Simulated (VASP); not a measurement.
A run of VASP 6.6.1 is set up as follows.

INCAR

```
  PREC = Accurate
  ENCUT = 520
  EDIFF = 1E-6
  ISMEAR = -1
  SIGMA = 0.1
  LREAL = False
  LASPH = True
  NELM = 60
  ALGO = Normal
  ISIF = 2
  LWAVE = False
  LCHARG = False
  GGA = RP
  NBANDS = 28
```

Contents of KPOINTS:

```
regular mesh
0
Gamma
  14 14 4
```

POSCAR

```
Pd
1.0
    2.7725080791      0.0000000000      0.0000000000
   -1.3862540396      2.4010624287      0.0000000000
    0.0000000000      0.0000000000      9.1366545392
Pd
4
Direct
    0.0000000000      0.0000000000      0.0000000000
    0.0000000000      0.0000000000      0.5000000000
    0.3333333333      0.6666666667      0.2500000000
    0.6666666667      0.3333333333      0.7500000000
```

Potentials or basis: VASP PAW PBE potentials, release 64 (Pd).

Launch:

```bash
$ cat potpaw_PBE.64/Pd/POTCAR > POTCAR
$ mpirun -np 1 vasp_std > vasp.out
```

Task: What does it give for the band gap on the k mesh?

Result: Zero (band 20 reaches 9.58 eV, above the bottom of band 21 at 8.70 eV).

Task: Predict the pressure.

Result: 6.4 GPa.

Stress tensor (GPa, compression positive):
```
6.61 0.00 0.00
0.00 6.61 0.00
0.00 0.00 5.95
```

Caveat: the PAW data sets were made with another functional, which shifts forces and pressure a little.
